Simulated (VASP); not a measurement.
Here is a VASP 6.6.1 calculation.

Contents of INCAR:

```
SYSTEM = MgB2
  ALGO = Normal
  EDIFF = 1E-6
  ENCUT = 520
  GGA = PS
  ISIF = 2
  ISMEAR = 0
  LASPH = .True.
  LCHARG = .False.
  LREAL = .False.
  LWAVE = .False.
  NBANDS = 11
  NELM = 60
  PREC = Accurate
  SIGMA = 0.05
```

The input KPOINTS:

```
k-points
0
Gamma
  12 12 10
  0 0 0
```

Contents of POSCAR:

```
MgB2
1.0
    3.0665287164      0.0000000000      0.0000000000
   -1.5332643582      2.6556917698      0.0000000000
    0.0000000000      0.0000000000      3.4879448063
Mg B
1 2
Direct
    0.0000000000      0.0000000000      0.0000000000
    0.3594214634      0.6666666667      0.5000000000
    0.6666666667      0.3333333333      0.5000000000
```

Potentials or basis: VASP PAW PBE potentials, release 64 (Mg, B).

The run is started by

```sh
$ cat potpaw_PBE.64/Mg/POTCAR potpaw_PBE.64/B/POTCAR > POTCAR
$ mpirun -np 1 vasp_std > vasp.out
```

Question: Estimate the largest force.

Answer: 0.671 eV/Å.

Question: What does it give for the band gap on the k mesh?

Answer: Zero (bands 4 and 5 overlap by 3.49 eV).

Question: What does it give for the pressure?

Answer: 0.6 GPa.

Stress tensor (GPa, compression positive):
```
 1.50 -1.85  0.00
-1.85 -0.08  0.00
 0.00  0.00  0.52
```

Caveat: the cell differs from its parent crystal (atom 2 (B) moved 0.08 Å along x); the PAW data sets were made with another functional, which shifts forces and pressure a little.
